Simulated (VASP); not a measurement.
Set up this calculation in VASP 6.6.1, as the native input.

| Property | Result |
| --- | --- |
| Task | single point |
| Functional | PBE |
| Potentials or basis | VASP PAW PBE potentials, release 64 (Zn, O) |
| Cutoff | 520 eV |
| k mesh | 14 × 14 × 14 |
| Occupations | gaussian, width 0.05 eV |
| Spin | no spin polarisation |
| Dipole correction | no |
| Further INCAR settings | ALGO = Normal; EDIFF = 1e-06; NBANDS = 16 |

The structure of ZnO lies in POSCAR:

```
ZnO
1.0
    0.0000000000      2.1694420000      2.1694420000
    2.1694420000      0.0000000000      2.1694420000
    2.1694420000      2.1694420000      0.0000000000
Zn O
1 1
Direct
    0.0207426610      0.0207426610     -0.0207426610
    0.5000000000      0.5000000000      0.5000000000
```

This cell differs from its parent crystal: one atom moved.

The input as run:

INCAR

```
SYSTEM = ZnO
ALGO = Normal ; EDIFF = 1E-6
ENCUT = 520 ; GGA = PE
ISIF = 2 ; ISMEAR = 0
LASPH = .TRUE. ; LCHARG = .FALSE.
LREAL = .FALSE. ; LWAVE = .FALSE.
NBANDS = 16 ; NELM = 100
PREC = Accurate ; SIGMA = 0.05
```

KPOINTS

```
k-points
0
G
  14 14 14
  0 0 0
```

Potentials or basis: VASP PAW PBE potentials, release 64 (Zn, O).

Run with:

```sh
$ cat potpaw_PBE.64/Zn/POTCAR potpaw_PBE.64/O/POTCAR > POTCAR
$ mpirun -np 1 vasp_std > vasp.out
```

Results of the run:

```json
{
 "Pressure": "0.5 GPa",
 "Largest force": "0.213 eV/Å",
 "Band gap on the k mesh": "0.71 eV, indirect (least direct gap 1.87 eV)"
}
```

Caveat: the cell differs from its parent crystal (one atom moved).

Run time: 70 s on 1 thread of AMD EPYC 7R13 Processor (Zen 3) (shared host), peak memory 0.17 GiB.
